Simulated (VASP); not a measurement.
Tl, 1 atom in the cell. Symmetry: Pm-3m, No. 221, cubic system. Conventional cell: a = 3.088 Å, b = 3.088 Å, c = 3.088 Å, α = 90.00°, β = 90.00°, γ = 90.00°. Within 4.1 Å of Tl (site symmetry m-3m) lie 6 Tl at 3.09 Å. 

- Program: VASP 6.6.1
- Task: relaxation of cell and atoms
- Functional: LDA
- Potentials or basis: VASP PAW LDA potentials, release 64 (Tl_d)
- Cutoff: 600 eV
- k mesh: 13 × 13 × 13
- Occupations: fermi-dirac, width 0.05 eV
- Spin: no spin polarisation
- Dipole correction: no
- Further INCAR settings: ALGO = Normal; EDIFF = 1e-07; IBRION = 2; EDIFFG = -0.005; NSW = 60; ISIF = 3

Potentials or basis: VASP PAW LDA potentials, release 64 (Tl_d).

Run with:

```bash
$ cat potpaw_LDA.64/Tl_d/POTCAR > POTCAR
$ mpirun -np 1 vasp_std > vasp.out
```

Hardware: 1 thread of AMD EPYC 7R13 Processor (Zen 3), with other jobs on the host.

**Question.** How long does it take, and how much memory?

**Answer.** Run time: 23 s on 1 thread of AMD EPYC 7R13 Processor (Zen 3) (shared host), peak memory 0.14 GiB. Counts: scf iterations 18, k points 84, ion steps 2.
